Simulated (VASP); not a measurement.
# Li (I4/mmm) in VASP: a series of runs, part 2 of 2

VASP 6.6.1. The steps go on from the part before.

### Step 3. Single point, PBEsol (strain +0.080 along x and y, -0.040 along z)

Input file INCAR:

```
SYSTEM = Li
PREC = Accurate
ENCUT = 520
EDIFF = 1E-6
ISMEAR = 0
SIGMA = 0.15
LREAL = .False.
LASPH = .True.
NELM = 80
ALGO = Normal
ISIF = 2
LWAVE = .False.
LCHARG = .False.
GGA = PS
NBANDS = 8
```

Input file KPOINTS:

```
Automatic mesh
0
Gamma
  20 20 20
  0 0 0
```

Input file POSCAR:

```
Li
1.0
   -1.8900000000      1.8900000000      1.6800000000
    1.8900000000     -1.8900000000      1.6800000000
    1.8900000000      1.8900000000     -1.6800000000
Li
1
Direct
    0.0000000000      0.0000000000      0.0000000000
```

Potentials or basis: VASP PAW PBE potentials, release 64 (Li_sv).

Run with:

```bash
$ cat potpaw_PBE.64/Li_sv/POTCAR > POTCAR
$ mpirun -np 1 vasp_std > vasp.out
```

OUTCAR:

```text
SYSTEM = Li
   PREC = Accurate
   ENCUT = 520
   EDIFF = 1E-6
   ISMEAR = 0
   LREAL = .False.
   LASPH = .True.
   NELM = 80
   ISIF = 2
   GGA = PS

 ion  position               nearest neighbor table
   1  0.000  0.000  0.000-

  LATTYP: Found a body centered tetragonal cell.
 ALAT       =     3.7800000000
 C/A-ratio  =     0.8888888889

  Lattice vectors:

 A1 = (  -1.8900000000,   1.8900000000,   1.6800000000)
 A2 = (   1.8900000000,  -1.8900000000,   1.6800000000)
 A3 = (   1.8900000000,   1.8900000000,  -1.6800000000)

Analysis of symmetry for initial positions (statically):
=====================================================================
 Subroutine PRICEL returns:
 Original cell was already a primitive cell.

 Routine SETGRP: Setting up the symmetry group for a
 body centered tetragonal supercell.

 Subroutine GETGRP returns: Found 16 space group operations
 (whereof 16 operations were pure point group operations)
 out of a pool of 16 trial point group operations.

The static configuration has the point symmetry D_4h.

Analysis of symmetry for dynamics (positions and initial velocities):
=====================================================================
 Subroutine PRICEL returns:
 Original cell was already a primitive cell.

 Routine SETGRP: Setting up the symmetry group for a
 body centered tetragonal supercell.

 Subroutine GETGRP returns: Found 16 space group operations
 (whereof 16 operations were pure point group operations)
 out of a pool of 16 trial point group operations.

The dynamic configuration has the point symmetry D_4h.

 Subroutine INISYM returns: Found 16 space group operations
 (whereof 16 operations are pure point group operations),
 and found     1 'primitive' translations

----------------------------------------------------------------------------------------

                                     Primitive cell

  volume of cell :      24.0045

  direct lattice vectors                    reciprocal lattice vectors
    -1.890000000  1.890000000  1.680000000     0.000000000  0.264550265  0.297619048
     1.890000000 -1.890000000  1.680000000     0.264550265  0.000000000  0.297619048
     1.890000000  1.890000000 -1.680000000     0.264550265  0.264550265  0.000000000

  length of vectors
     3.156992239  3.156992239  3.156992239     0.398200879  0.398200879  0.374130572

  position of ions in fractional coordinates (direct lattice)
     0.000000000  0.000000000  0.000000000

  ion indices of the primitive-cell ions
   primitive index   ion index
                 1           1

----------------------------------------------------------------------------------------

 KPOINTS: Automatic mesh

Automatic generation of k-mesh.
 Grid dimensions read from file:
 generate k-points for:   20   20   20

 Generating k-lattice:

  Cartesian coordinates                     Fractional coordinates (reciprocal lattice)
     0.000000000  0.013227513  0.014880952     0.050000000  0.000000000 -0.000000000
     0.013227513  0.000000000  0.014880952     0.000000000  0.050000000 -0.000000000
     0.013227513  0.013227513  0.000000000     0.000000000  0.000000000  0.050000000

  Length of vectors
     0.019910044  0.019910044  0.018706529

  Shift w.r.t. Gamma in fractional coordinates (k-lattice)
     0.000000000  0.000000000  0.000000000

 Subroutine IBZKPT returns following result:
 ===========================================

 Found    641 irreducible k-points:

 Following reciprocal coordinates:
            Coordinates               Weight
  0.000000  0.000000  0.000000      1.000000
  0.050000  0.000000  0.000000      8.000000
  0.100000 -0.000000  0.000000      8.000000
  0.150000 -0.000000  0.000000      8.000000
  0.200000 -0.000000  0.000000      8.000000
  0.250000 -0.000000  0.000000      8.000000
[... 16 lines left out ...]
 -0.400000  0.050000 -0.000000     16.000000
 -0.350000  0.050000  0.000000     16.000000
 [... further k-points ...]
   k-points           NKPTS =    641   k-points in BZ     NKDIM =    641   number of bands    NBANDS=      8
   number of dos      NEDOS =    301   number of ions     NIONS =      1
   total plane-waves  NPLWV =  13824
   dimension x,y,z NGX =    24 NGY =   24 NGZ =   24
   dimension x,y,z NGXF=    48 NGYF=   48 NGZF=   48
   ions per type =               1
   NGX,Y,Z   is equivalent  to a cutoff of  12.64, 12.64, 12.64 a.u.
   NGXF,Y,Z  is equivalent  to a cutoff of  25.28, 25.28, 25.28 a.u.
 SYSTEM =  Li
   PREC   = accura    normal or accurate (medium, high low for compatibility)
   ISTART =      0    job   : 0-new  1-cont  2-samecut
   ICHARG =      2    charge: 1-file 2-atom 10-const
   ISPIN  =      1    spin polarized calculation?
   LNONCOLLINEAR =      F non collinear calculations
   LSORBIT =      F    spin-orbit coupling
   LASPH  =      T    aspherical Exc in radial PAW
   ENCUT  =  520.0 eV  38.22 Ry    6.18 a.u.   5.87  5.87  5.87*2*pi/ulx,y,z
   NELM   =     80;   NELMIN=  2; NELMDL= -5     # of ELM steps
   EDIFF  = 0.1E-05   stopping-criterion for ELM
   LREAL  =      F    real-space projection
[... 7 lines left out ...]
   TEBEG  =    0.0;   TEEND  =   0.0 temperature during run
   PSTRESS=    0.0 pullay stress
   NELECT =       3.0000    total number of electrons
   NUPDOWN=      -1.0000    fix difference up-down
   EMIN   =  10.00;   EMAX   =-10.00  energy-range for DOS
   EFERMI =   0.00;   METHOD = LEGACY
   ISMEAR =     0;   SIGMA  =   0.15  broadening in eV -4-tet -1-fermi 0-gaus
   EFERMI_NEDOS =   21; number of points for ismear=-14 and -15
   IALGO  =     38    algorithm
   IMIX   =      4    mixing-type and parameters
     AMIX     =   0.40;   BMIX     =  1.00
     AMIX_MAG =   1.60;   BMIX_MAG =  1.00
  volume/ion in A,a.u.               =      24.00       161.99
  Fermi-wavevector in a.u.,A,eV,Ry     =   0.818498  1.546737  9.115073  0.669939
  Thomas-Fermi vector in A             =   1.929135
   LORBIT       =      0    0 simple, 1 ext, 2 COOP (PROOUT), +10 PAW based schemes
   GGA     = PS    functional components
   LHFCALC =     F    Hartree Fock is set to
   AEXX    =    0.0000 exact exchange contribution
   IVDW    =     0    specifies the selected vdW correction
   LEPSILON=     F    determine dielectric tensor
   LRPA    =     F    only Hartree local field effects (RPA)
 non-spin polarized calculation
 Gauss-broadening in eV      SIGMA  =   0.15
  energy-cutoff  :      520.00
  volume of cell :       24.00
 maximum number of plane-waves:       658
   NGX = 11   NGY = 11   NGZ = 11

 number of electron       2.9999994 magnetization

 Free energy of the ion-electron system (eV)
  ---------------------------------------------------
  ext. energy  EPLUGINS =         0.00000000
  ---------------------------------------------------
  free energy    TOTEN  =        -1.94432451 eV

  energy without entropy =       -1.93892480  energy(sigma->0) =       -1.94162466

 E-fermi :   0.1913     XC(G=0):  -6.6183

 val. band max:        0.1869679975   @ k =  -0.1500  -0.3500   0.0500
 cond. band min:       0.2166853167   @ k =  -0.3500   0.5000   0.0500
 fundamental gap:      0.0297173192
 Fermi energy:         0.1912797099

 k-point     1 :       0.0000    0.0000    0.0000
  band No.  band energies     occupation
      1     -46.0262      2.00000
      2      -3.1373      2.00000
      3      12.7339      0.00000
      4      12.7339      0.00000
      5      13.6890      0.00000
      6      15.9234      0.00000
      7      17.3753      0.00000
      8      18.5856      0.00000

 k-point     2 :       0.0500    0.0000    0.0000
  band No.  band energies     occupation
      1     -46.0260      2.00000
      2      -3.0910      2.00000
      3      12.4900      0.00000
      4      12.6341      0.00000
      5      13.4681      0.00000
      6      16.0493      0.00000
      7      16.9642      0.00000
      8      17.7585      0.00000
[... 221 lines left out ...]
 k-point    23 :      -0.4000    0.0500   -0.0000
  band No.  band energies     occupation
      1     -46.0169      2.00000
      2      -0.5750      2.00000
      3       5.1869      0.00000
      4       8.9819      0.00000
      5      10.1876      0.00000
      6      12.8482      0.00000
      7      15.0860      0.00000
      8      19.7723      0.00000

 k-point    24 :      -0.3500    0.0500    0.0000
  band No.  band energies     occupation
      1     -46.0183      2.00000
      2      -1.1902      2.00000
      3       6.4423      0.00000
      4       9.2210      0.00000
      5      10.5110      0.00000
      6      13.2151      0.00000
      7      15.0965      0.00000
      8      19.3369      0.00000

 [... further k-points ...]

------------------------ aborting loop because EDIFF is reached ----------------------------------------

  FORCE on cell =-STRESS in cart. coord.  units (eV):
  Direction    XX          YY          ZZ          XY          YZ          ZX
  --------------------------------------------------------------------------------------
  -------------------------------------------------------------------------------------
  Total       -0.2981241     -0.2981241     -0.2252188      0.0000000     -0.0000000      0.0000000
  in kB      -19.8982452    -19.8982452    -15.0321912      0.0000000     -0.0000000      0.0000000
  external PRESSURE =     -18.2762272 kB  Pullay stress =       0.0000000 kB

 VOLUME and BASIS-vectors are now :
 -----------------------------------------------------------------------------
  energy-cutoff  :      520.00
  volume of cell :       24.00
      direct lattice vectors                 reciprocal lattice vectors
    -1.890000000  1.890000000  1.680000000     0.000000000  0.264550265  0.297619048
     1.890000000 -1.890000000  1.680000000     0.264550265  0.000000000  0.297619048
     1.890000000  1.890000000 -1.680000000     0.264550265  0.264550265  0.000000000

 POSITION                                       TOTAL-FORCE (eV/Angst)
 -----------------------------------------------------------------------------------
      0.00000      0.00000      0.00000         0.000000     -0.000000     -0.000000
 -----------------------------------------------------------------------------------
    total drift:                               -0.000000     -0.000000      0.000000

  FREE ENERGIE OF THE ION-ELECTRON SYSTEM (eV)
  ---------------------------------------------------
  free  energy   TOTEN  =        -1.9443245126 eV

  energy  without entropy=       -1.9389247994  energy(sigma->0) =       -1.94162466
```

OSZICAR:

```text
N       E                     dE             d eps       ncg     rms          rms(c)
DAV:   1    -0.169074656038E+00   -0.16907E+00   -0.70572E+02 10328   0.257E+02
DAV:   2    -0.191965169582E+01   -0.17506E+01   -0.17069E+01 15056   0.347E+01
DAV:   3    -0.194668067649E+01   -0.27029E-01   -0.27019E-01 11528   0.327E+00
DAV:   4    -0.194717651459E+01   -0.49584E-03   -0.49583E-03 15448   0.375E-01
DAV:   5    -0.194717976287E+01   -0.32483E-05   -0.32482E-05 11952   0.194E-02    0.468E-01
DAV:   6    -0.194514930610E+01    0.20305E-02   -0.56594E-04 15584   0.107E-01    0.263E-01
DAV:   7    -0.194432012622E+01    0.82918E-03   -0.12544E-03 15184   0.174E-01    0.244E-02
DAV:   8    -0.194432512340E+01   -0.49972E-05   -0.11660E-04 12184   0.628E-02    0.320E-03
DAV:   9    -0.194432451258E+01    0.61082E-06   -0.87946E-07 14064   0.737E-03
   1 F= -.19443245E+01 E0= -.19416247E+01  d E =-.539971E-02
```

Run time: 2.1 min. Hardware: 1 thread of AMD EPYC 7R13, shared host; peak memory 0.18 GiB.

What came out:

- Free energy: -1.9443 eV
- Band gap on the k mesh: zero (an odd number of electrons rules out a gap without spin polarisation)

Caveat: the cell differs from its parent crystal (strain +0.080 along x and y, -0.040 along z); the cutoff is under 1.25 times the usual one of these potentials, so pressure, stress and relaxed cells hold a basis-set (Pulay) error; the PAW data sets were made with another functional, which shifts forces and pressure a little.

### Step 4. Single point, PBEsol (strain +0.080 along x and y, +0.000 along z)

Input file INCAR:

```
PREC = Accurate ; ENCUT = 520
EDIFF = 1E-6 ; ISMEAR = 0
SIGMA = 0.15 ; LREAL = F
LASPH = T ; NELM = 100
ALGO = Fast ; ISIF = 2
LWAVE = F ; LCHARG = F
GGA = PS ; NBANDS = 8
```

Input file KPOINTS:

```
Automatic mesh
0
Gamma
  20 20 20
```

Input file POSCAR:

```
Li
1.0
   -1.8900000000      1.8900000000      1.7500000000
    1.8900000000     -1.8900000000      1.7500000000
    1.8900000000      1.8900000000     -1.7500000000
Li
1
Direct
    0.0000000000      0.0000000000      0.0000000000
```

Run with:

```bash
$ cat potpaw_PBE.64/Li_sv/POTCAR > POTCAR
$ mpirun -np 1 vasp_std > vasp.out
```

It took 3 min on 1 thread of AMD EPYC 7R13, shared host; peak memory 0.18 GiB.

The run converged. Its results:

```
Free energy            : -1.9342 eV
Band gap on the k mesh : zero (an odd number of electrons rules out a gap without spin polarisation)
```

Levels at points of the mesh, in eV from the Fermi level:
```tsv
k point	band 1	band 2	band 3	band 4	band 5	band 6	band 7
(0.00, 0.00, 0.00)	-46.29	-3.27	12.39	12.39	12.90	15.86	17.11
(0.50, 0.00, 0.00)	-46.28	0.40	2.79	8.71	9.89	11.54	14.40
(0.50, 0.50, 0.00)	-46.29	0.09	2.34	9.63	11.14	12.88	15.17
(0.50, 0.50, 0.50)	-46.28	4.35	4.35	5.86	6.44	7.22	11.28
```

Caveat: the cell differs from its parent crystal (strain +0.080 along x and y, +0.000 along z); the cutoff is under 1.25 times the usual one of these potentials, so pressure, stress and relaxed cells hold a basis-set (Pulay) error; the PAW data sets were made with another functional, which shifts forces and pressure a little.

### Step 5. Overview

| cell | gap on the mesh (eV) |
| --- | --- |
| a = 3.114 Å, angles 111.6, 111.6, 105.3°, 1 atom | none |
| a = 3.157 Å, angles 106.5, 106.5, 115.7°, 1 atom | none |
| a = 3.195 Å, angles 107.5, 107.5, 113.6°, 1 atom | none |

Alike in all rows: task single point; level PBEsol; potentials or basis VASP PAW PBE potentials, release 64 (Li_sv); no spin polarisation; k mesh 20 × 20 × 20; cutoff (eV) 520; smearing gaussian 0.15 eV.

Caveats: the cutoff is under 1.25 times the usual one of these potentials, so pressure, stress and relaxed cells hold a basis-set (Pulay) error; the PAW data sets were made with another functional, which shifts forces and pressure a little.

Total energies depend on the potentials used, so only differences within one code and one set of settings carry meaning.

The gap in the log of VASP goes by the Fermi energy; the results here count the filled bands.